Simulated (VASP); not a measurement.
# MgI2 (C2/m) in VASP: a series of runs

Aim: see how the results for MgI2 move with the level of theory and the settings. Levels: PBE, r2SCAN. Tasks: single point.

All numbers are computed with VASP 6.6.1; they aren't measurements. Logs are shortened: lines on timing, memory, paths and dates and some standing lists are left out, and cuts for length are marked.

## Step 1: The cell of the first run

The structure is monoclinic, space group C2/m (No. 12). The conventional cell has a = 7.201 Å, b = 4.036 Å, c = 7.298 Å, α = 90.00°, β = 109.20°, γ = 90.00°. Mg (site symmetry 2/m) has 6 I at 2.89 to 2.93 Å within 3.8 Å. Within 3.8 Å of I (site symmetry m) lie 3 Mg at 2.89 to 2.93 Å.

## Step 2: Single point, PBE (uniaxial x strain -2.9%)

File INCAR:

```
  PREC = Accurate
  ENCUT = 520
  EDIFF = 1E-6
  ISMEAR = -1
  SIGMA = 0.02
  LREAL = False
  LASPH = True
  NELM = 100
  ALGO = Normal
  ISIF = 2
  LWAVE = False
  LCHARG = False
  GGA = PE
  NBANDS = 15
```

File KPOINTS:

```
regular mesh
0
Gamma
  8 8 8
```

File POSCAR:

```
MgI2
1.0
    2.0177726968      1.2001252804      6.8923460429
   -2.0177726968      1.2001252804      6.8923460429
    0.0000000000     -2.4002505608      6.8923460429
Mg I
1 2
Direct
    0.0000000000      0.0000000000      0.0000000000
    0.2507648571      0.2507648571      0.2539988942
    0.7492351429      0.7492351429      0.7460011058
```

Potentials or basis: VASP PAW PBE potentials, release 64 (Mg, I).

The run is started by

```
> cat potpaw_PBE.64/Mg/POTCAR potpaw_PBE.64/I/POTCAR > POTCAR
> mpirun -np 1 vasp_std > vasp.out
```

OUTCAR:

```text
PREC = Accurate
   ENCUT = 520
   EDIFF = 1E-6
   ISMEAR = -1
   LREAL = False
   LASPH = True
   NELM = 100
   ISIF = 2
   GGA = PE

 ion  position               nearest neighbor table
   1  0.000  0.000  0.000-   3 2.89   3 2.89   2 2.89   2 2.89   3 2.93   2 2.93
   2  0.251  0.251  0.254-   1 2.89   1 2.89   1 2.93
   3  0.749  0.749  0.746-   1 2.89   1 2.89   1 2.93

  LATTYP: Found a base centered monoclinic cell.
 ALAT       =     7.2007516824
 B/A-ratio  =     0.5604339063
 C/A-ratio  =     1.0135512810
 COS(beta)  =    -0.3288766336

  Lattice vectors:

 A1 = (   2.0177726968,   3.6003758412,   0.0000000000)
 A2 = (  -2.0177726968,   3.6003758412,   0.0000000000)
 A3 = (   0.0000000000,  -2.4002505608,   6.8923460429)

Analysis of symmetry for initial positions (statically):
=====================================================================
 Subroutine PRICEL returns:
 Original cell was already a primitive cell.

 Routine SETGRP: Setting up the symmetry group for a
 base centered monoclinic supercell.

 Subroutine GETGRP returns: Found  4 space group operations
 (whereof  4 operations were pure point group operations)
 out of a pool of  4 trial point group operations.

The static configuration has the point symmetry C_2h.

Analysis of symmetry for dynamics (positions and initial velocities):
=====================================================================
 Subroutine PRICEL returns:
 Original cell was already a primitive cell.

 Routine SETGRP: Setting up the symmetry group for a
 base centered monoclinic supercell.

 Subroutine GETGRP returns: Found  4 space group operations
 (whereof  4 operations were pure point group operations)
 out of a pool of  4 trial point group operations.

The dynamic configuration has the point symmetry C_2h.

 Subroutine INISYM returns: Found  4 space group operations
 (whereof  4 operations are pure point group operations),
 and found     1 'primitive' translations

----------------------------------------------------------------------------------------

                                     Primitive cell

  volume of cell :     100.1422

  direct lattice vectors                    reciprocal lattice vectors
     2.017772697  1.200125280  6.892346043     0.247797981  0.138874390  0.048362826
    -2.017772697  1.200125280  6.892346043    -0.247797981  0.138874390  0.048362826
     0.000000000 -2.400250561  6.892346043     0.000000000 -0.277748781  0.048362826

  length of vectors
     7.281218395  7.281218395  7.298331092     0.288147356  0.288147356  0.281927913

  position of ions in fractional coordinates (direct lattice)
     0.000000000  0.000000000  0.000000000
     0.250764857  0.250764857  0.253998894
     0.749235143  0.749235143  0.746001106

  ion indices of the primitive-cell ions
   primitive index   ion index
                 1           1
                 2           2
                 3           3

----------------------------------------------------------------------------------------

 KPOINTS: regular mesh

Automatic generation of k-mesh.
 Grid dimensions read from file:
 generate k-points for:    8    8    8

 Generating k-lattice:

  Cartesian coordinates                     Fractional coordinates (reciprocal lattice)
     0.030974748  0.017359299  0.006045353     0.125000000  0.000000000 -0.000000000
    -0.030974748  0.017359299  0.006045353     0.000000000  0.125000000 -0.000000000
     0.000000000 -0.034718598  0.006045353    -0.000000000 -0.000000000  0.125000000

  Length of vectors
     0.036018419  0.036018419  0.035240989

  Shift w.r.t. Gamma in fractional coordinates (k-lattice)
     0.000000000  0.000000000  0.000000000

 Subroutine IBZKPT returns following result:
 ===========================================

 Found    150 irreducible k-points:

 Following reciprocal coordinates:
            Coordinates               Weight
  0.000000  0.000000  0.000000      1.000000
  0.125000  0.000000  0.000000      4.000000
  0.250000  0.000000  0.000000      4.000000
  0.375000  0.000000  0.000000      4.000000
  0.500000  0.000000  0.000000      2.000000
  0.125000  0.125000  0.000000      2.000000
[... 16 lines left out ...]
  0.125000  0.000000  0.125000      4.000000
  0.250000  0.000000  0.125000      4.000000
 [... further k-points ...]
   k-points           NKPTS =    150   k-points in BZ     NKDIM =    150   number of bands    NBANDS=     15
   number of dos      NEDOS =    301   number of ions     NIONS =      3
   total plane-waves  NPLWV = 157464
   dimension x,y,z NGX =    54 NGY =   54 NGZ =   54
   dimension x,y,z NGXF=   108 NGYF=  108 NGZF=  108
   ions per type =               1   2
   NGX,Y,Z   is equivalent  to a cutoff of  12.33, 12.33, 12.30 a.u.
   NGXF,Y,Z  is equivalent  to a cutoff of  24.66, 24.66, 24.60 a.u.
 SYSTEM =  unknown system
   PREC   = accura    normal or accurate (medium, high low for compatibility)
   ISTART =      0    job   : 0-new  1-cont  2-samecut
   ICHARG =      2    charge: 1-file 2-atom 10-const
   ISPIN  =      1    spin polarized calculation?
   LNONCOLLINEAR =      F non collinear calculations
   LSORBIT =      F    spin-orbit coupling
   LASPH  =      T    aspherical Exc in radial PAW
   ENCUT  =  520.0 eV  38.22 Ry    6.18 a.u.  13.54 13.54 13.57*2*pi/ulx,y,z
   NELM   =    100;   NELMIN=  2; NELMDL= -5     # of ELM steps
   EDIFF  = 0.1E-05   stopping-criterion for ELM
   LREAL  =      F    real-space projection
   EDIFFG = 0.1E-04   stopping-criterion for IOM
   NSW    =      0    number of steps for IOM
   IBRION =     -1    ionic relax: 0-MD 1-quasi-New 2-CG
   NFREE  =      0    steps in history (QN), initial steepest desc. (CG)
   ISIF   =      2    stress and relaxation
   ISYM   =      2    0-nonsym 1-usesym 2-fastsym
   POTIM  = 0.5000    time-step for ionic-motion
   TEBEG  =    0.0;   TEEND  =   0.0 temperature during run
   PSTRESS=    0.0 pullay stress
   NELECT =      16.0000    total number of electrons
   NUPDOWN=      -1.0000    fix difference up-down
   EMIN   =  10.00;   EMAX   =-10.00  energy-range for DOS
   EFERMI =   0.00;   METHOD = LEGACY
   ISMEAR =    -1;   SIGMA  =   0.02  broadening in eV -4-tet -1-fermi 0-gaus
   EFERMI_NEDOS =   21; number of points for ismear=-14 and -15
   IALGO  =     38    algorithm
   IMIX   =      4    mixing-type and parameters
     AMIX     =   0.40;   BMIX     =  1.00
     AMIX_MAG =   1.60;   BMIX_MAG =  1.00
  volume/ion in A,a.u.               =      33.38       225.26
  Fermi-wavevector in a.u.,A,eV,Ry     =   0.888333  1.678706 10.736840  0.789135
  Thomas-Fermi vector in A             =   2.009749
   LORBIT       =      0    0 simple, 1 ext, 2 COOP (PROOUT), +10 PAW based schemes
   GGA     = PE    functional components
   LHFCALC =     F    Hartree Fock is set to
   AEXX    =    0.0000 exact exchange contribution
   IVDW    =     0    specifies the selected vdW correction
   LEPSILON=     F    determine dielectric tensor
   LRPA    =     F    only Hartree local field effects (RPA)
 non-spin polarized calculation
  energy-cutoff  :      520.00
  volume of cell :      100.14
 maximum number of plane-waves:      2721
   NGX = 27   NGY = 27   NGZ = 27

 number of electron      15.9999999 magnetization

 Free energy of the ion-electron system (eV)
  ---------------------------------------------------
  ext. energy  EPLUGINS =         0.00000000
  ---------------------------------------------------
  free energy    TOTEN  =        -7.66570899 eV

  energy without entropy =       -7.66570899  energy(sigma->0) =       -7.66570899

 E-fermi :   3.0570     XC(G=0):  -8.3174

 val. band max:        2.6043114744   @ k =   0.0000   0.0000   0.0000
 cond. band min:       5.7339719221   @ k =   0.5000   0.0000   0.5000
 fundamental gap:      3.1296604477
 Fermi energy:         3.0570142658

 k-point     1 :       0.0000    0.0000    0.0000
  band No.  band energies     occupation
      1      -9.6360      2.00000
      2      -8.9179      2.00000
      3      -1.1490      2.00000
      4       2.0746      2.00000
      5       2.2161      2.00000
      6       2.3993      2.00000
      7       2.5187      2.00000
      8       2.6043      2.00000
      9       6.3338      0.00000
     10       7.3495      0.00000
     11       9.0425      0.00000
     12       9.3210      0.00000
     13      10.0527      0.00000
     14      10.2607      0.00000
     15      10.6312      0.00000

 k-point     2 :       0.1250    0.0000    0.0000
  band No.  band energies     occupation
      1      -9.5446      2.00000
      2      -8.8697      2.00000
      3      -1.0163      2.00000
      4       1.5587      2.00000
      5       1.8963      2.00000
      6       1.9749      2.00000
      7       2.3404      2.00000
      8       2.4320      2.00000
      9       6.9544      0.00000
     10       7.8800      0.00000
     11       8.7480      0.00000
     12       9.4359      0.00000
     13       9.8676      0.00000
     14      10.6785      0.00000
     15      10.7203      0.00000

 k-point     3 :       0.2500    0.0000    0.0000
  band No.  band energies     occupation
      1      -9.2992      2.00000
      2      -8.7575      2.00000
      3      -0.6896      2.00000
      4       0.4265      2.00000
      5       0.8559      2.00000
      6       1.6458      2.00000
      7       2.0871      2.00000
      8       2.1710      2.00000
      9       7.0604      0.00000
     10       8.1578      0.00000
     11       9.1622      0.00000
     12       9.6303      0.00000
     13       9.9978      0.00000
     14      10.7370      0.00000
     15      11.5347      0.00000
[... 343 lines left out ...]
 k-point    23 :       0.1250    0.0000    0.1250
  band No.  band energies     occupation
      1      -9.5390      2.00000
      2      -8.8775      2.00000
      3      -0.9915      2.00000
      4       1.5758      2.00000
      5       1.8451      2.00000
      6       1.9303      2.00000
      7       2.3485      2.00000
      8       2.4709      2.00000
      9       6.9565      0.00000
     10       7.8368      0.00000
     11       8.7465      0.00000
     12       9.4658      0.00000
     13      10.1112      0.00000
     14      10.4812      0.00000
     15      10.6688      0.00000

 k-point    24 :       0.2500    0.0000    0.1250
  band No.  band energies     occupation
      1      -9.3611      2.00000
      2      -8.7974      2.00000
      3      -0.7463      2.00000
      4       0.8388      2.00000
      5       0.9588      2.00000
      6       1.7545      2.00000
      7       2.0622      2.00000
      8       2.2932      2.00000
      9       7.3726      0.00000
     10       8.3237      0.00000
     11       8.5674      0.00000
     12       9.4952      0.00000
     13      10.0030      0.00000
     14      10.4019      0.00000
     15      11.2669      0.00000

 [... further k-points ...]
[... 5 lines left out ...]
  --------------------------------------------------------------------------------------
  -------------------------------------------------------------------------------------
  Total        1.6115963      0.9045226      0.9384391      0.0000000     -0.0148650      0.0000000
  in kB       25.7839651     14.4714764     15.0141083      0.0000000     -0.2378260      0.0000000
  external PRESSURE =      18.4231833 kB  Pullay stress =       0.0000000 kB

 VOLUME and BASIS-vectors are now :
 -----------------------------------------------------------------------------
  energy-cutoff  :      520.00
  volume of cell :      100.14
      direct lattice vectors                 reciprocal lattice vectors
     2.017772697  1.200125280  6.892346043     0.247797981  0.138874390  0.048362826
    -2.017772697  1.200125280  6.892346043    -0.247797981  0.138874390  0.048362826
     0.000000000 -2.400250561  6.892346043     0.000000000 -0.277748781  0.048362826

 POSITION                                       TOTAL-FORCE (eV/Angst)
 -----------------------------------------------------------------------------------
      0.00000      0.00000      0.00000         0.000000      0.000000     -0.000000
      0.00000     -0.00776      5.20736         0.000000     -0.003410     -0.008071
      0.00000      0.00776     15.46967         0.000000      0.003410      0.008071
 -----------------------------------------------------------------------------------
    total drift:                               -0.000000      0.000000     -0.000000

  FREE ENERGIE OF THE ION-ELECTRON SYSTEM (eV)
  ---------------------------------------------------
  free  energy   TOTEN  =        -7.6657089886 eV

  energy  without entropy=       -7.6657089886  energy(sigma->0) =       -7.66570899
```

Run time: 8.7 min. Hardware: 1 thread of Intel Xeon Platinum 8488C (Sapphire Rapids), shared host; peak memory 0.53 GiB.

What came out:

| Property | Result |
| --- | --- |
| Free energy | -7.6657 eV |
| Pressure | 1.8 GPa |
| Largest force | 0.009 eV/Å |
| Band gap on the k mesh | 3.13 eV (least direct gap 3.62 eV) |

Forces in eV/Å, atoms in the order of the input:
```
Mg   0.000  0.000  0.000
I    0.000 -0.003 -0.008
I    0.000  0.003  0.008
```

Levels at points of the mesh, in eV from the valence-band top:
| k point | band 5 | band 6 | band 7 | band 8 | band 9 | band 10 | band 11 | band 12 |
| --- | --- | --- | --- | --- | --- | --- | --- | --- |
| (0.00, 0.00, 0.00) | -0.39 | -0.20 | -0.09 | 0.00 | 3.73 | 4.75 | 6.44 | 6.72 |
| (0.50, 0.00, 0.00) | -1.76 | -1.40 | -1.32 | -0.83 | 3.72 | 5.27 | 6.19 | 6.87 |
| (0.50, 0.50, 0.00) | -1.54 | -1.28 | -0.52 | -0.40 | 3.22 | 4.95 | 5.01 | 6.81 |
| (0.00, 0.00, 0.50) | -1.83 | -1.41 | -1.11 | -0.64 | 3.91 | 5.47 | 6.11 | 6.94 |
| (0.50, 0.00, 0.50) | -1.53 | -1.43 | -0.58 | -0.56 | 3.13 | 4.85 | 4.93 | 6.78 |
| (0.50, 0.50, 0.50) | -0.42 | -0.29 | -0.27 | -0.12 | 4.72 | 4.91 | 6.61 | 6.88 |

Caveat: the cell differs from its parent crystal (uniaxial x strain -2.9%); spin-orbit coupling is left out, which moves the levels of the heavy elements.

## Step 3: Single point, r2SCAN (uniaxial x strain -2.9%)

POSCAR is that of step 2.

File INCAR.step1:

```
PREC     = Accurate       # precision mode
ENCUT    = 520            # plane-wave cutoff, eV
ISMEAR   = 0              # smearing method
SIGMA    = 0.01           # smearing width, eV
LREAL    = False          # projectors in reciprocal space
LASPH    = True           # aspherical terms in the spheres
NELM     = 100            # most SCF steps
NBANDS   = 15             # bands
GGA      = PE             # functional
ALGO     = Normal         # electronic algorithm
EDIFF    = 1E-4           # SCF threshold, eV
LWAVE    = True           # write WAVECAR
LCHARG   = False          # write CHGCAR
```

File INCAR.step2:

```
PREC     = Accurate       # precision mode
ENCUT    = 520            # plane-wave cutoff, eV
EDIFF    = 1E-6           # SCF threshold, eV
ISMEAR   = 0              # smearing method
SIGMA    = 0.01           # smearing width, eV
LREAL    = False          # projectors in reciprocal space
LASPH    = True           # aspherical terms in the spheres
NELM     = 100            # most SCF steps
ALGO     = Normal         # electronic algorithm
ISIF     = 2              # what is computed and relaxed
LWAVE    = False          # write WAVECAR
LCHARG   = False          # write CHGCAR
METAGGA  = R2SCAN         # meta-GGA
LMIXTAU  = True         
NBANDS   = 15             # bands
ISTART   = 1
```

File KPOINTS:

```
Automatic mesh
0
Gamma
  8 8 8
```

Potentials or basis: VASP PAW PBE potentials, release 64 (Mg, I).

The run is started by

```
> cat potpaw_PBE.64/Mg/POTCAR potpaw_PBE.64/I/POTCAR > POTCAR
> cp INCAR.step1 INCAR
> mpirun -np 1 vasp_std > vasp.out
> cp INCAR.step2 INCAR
> mpirun -np 1 vasp_std > vasp.out
```

It took 35 min on 1 thread of Intel Xeon Platinum 8488C (Sapphire Rapids), shared host; peak memory 0.56 GiB.

The run converged. Its results:

```
Free energy            : -56.8991 eV
Pressure               : 1.3 GPa
Largest force          : 0.042 eV/Å
Band gap on the k mesh : 3.69 eV (least direct gap 4.20 eV)
```

Forces in eV/Å, atoms in the order of the input:
```
Mg   0.000  0.000  0.000
I    0.000  0.000  0.042
I    0.000  0.000 -0.042
```

Stress tensor (GPa, compression positive):
```
 2.18  0.00  0.00
 0.00  0.94 -0.05
 0.00 -0.05  0.79
```

Levels at points of the mesh, in eV from the valence-band top:
```csv
k point,band 5,band 6,band 7,band 8,band 9,band 10,band 11,band 12
"(0.00, 0.00, 0.00)",-0.41,-0.21,-0.09,0.00,4.56,5.41,7.03,7.31
"(0.50, 0.00, 0.00)",-1.78,-1.42,-1.35,-0.86,4.32,5.83,6.78,7.46
"(0.50, 0.50, 0.00)",-1.58,-1.32,-0.53,-0.42,3.78,5.48,5.66,7.40
"(0.00, 0.00, 0.50)",-1.85,-1.44,-1.14,-0.66,4.52,6.04,6.69,7.53
"(0.50, 0.00, 0.50)",-1.57,-1.46,-0.61,-0.58,3.69,5.46,5.49,7.36
"(0.50, 0.50, 0.50)",-0.45,-0.30,-0.28,-0.12,5.50,5.61,7.22,7.50
```

Caveat: the cell differs from its parent crystal (uniaxial x strain -2.9%); the PAW data sets were made with another functional, which shifts forces and pressure a little; spin-orbit coupling is left out, which moves the levels of the heavy elements.
